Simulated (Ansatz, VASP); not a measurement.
## One calculation of Pd, two programs

```
Pd
1.0
     0.00000    1.94490    1.94490
     1.94490    0.00000    1.94490
     1.94490    1.94490    0.00000
Pd
1
Direct
  0.00000 0.00000 0.00000
```

Alike in both runs: task relaxation of cell and atoms; functional r2SCAN; k mesh 14 × 14 × 14; occupations fermi-dirac, width 0.05 eV; collinear spin.

|  | VASP | Ansatz |
| --- | --- | --- |
| version | VASP 6.6.1 | Ansatz 0.2.0 |
| potentials or method | VASP PAW PBE potentials, release 64 (Pd), cutoff 600 eV | plane waves (500 eV) with PAW, scalar-relativistic |
| valence electrons in the cell | 10 | 18 |

VASP gave:

* net moment per atom (μB): 0.48
* size of the moment on the site where the two differ most (μB): 0.48
* relaxed volume (Å³/atom): 15.04
* relaxed length of the cell vector where the two differ most in proportion (Å): 2.771

**Question.** Estimate Ansatz's values.

**Answer.** net moment per atom (μB): 0.47; size of the moment on the site where the two differ most (μB): 0.49; relaxed volume (Å³/atom): 14.98; relaxed length of the cell vector where the two differ most in proportion (Å): 2.767.

VASP's potentials were made for PBE, not for r2SCAN. Site moments also hang on the region over which each program counts them. VASP's potentials hold 10 valence electrons a cell and Ansatz's 18, so a difference there can come from the potentials and not from the codes.
